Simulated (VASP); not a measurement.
Input of a VASP 6.6.1 run:

The input INCAR:

```
PREC = Accurate ; ENCUT = 520
EDIFF = 1E-7 ; ISMEAR = -1
SIGMA = 0.08 ; LREAL = F
LASPH = T ; NELM = 80
ALGO = Normal ; ISIF = 2
LWAVE = F ; LCHARG = T
GGA = PE ; LELF = T
LVHAR = T ; NBANDS = 19
```

Contents of KPOINTS:

```
Automatic mesh
0
Gamma
  15 15 8
```

File POSCAR:

```
Cd
1.0
    2.8895617792      0.0000000000      0.0000000000
   -1.4447808896      2.5024339066      0.0000000000
    0.0000000000      0.0000000000      4.6985340192
Cd
2
Direct
    0.3333333333      0.6666666667      0.2500000000
    0.6666666667      0.3333333333      0.7500000000
```

Potentials or basis: VASP PAW PBE potentials, release 64 (Cd).

Launch:

```console
$ cat potpaw_PBE.64/Cd/POTCAR > POTCAR
$ mpirun -np 1 vasp_std > vasp.out
```

(1) Predict the band gap on the k mesh.

(2) What does it give for the pressure?

Answers

(1) zero (band 12 reaches 6.68 eV, above the bottom of band 13 at 4.21 eV).

(2) 28.9 GPa.
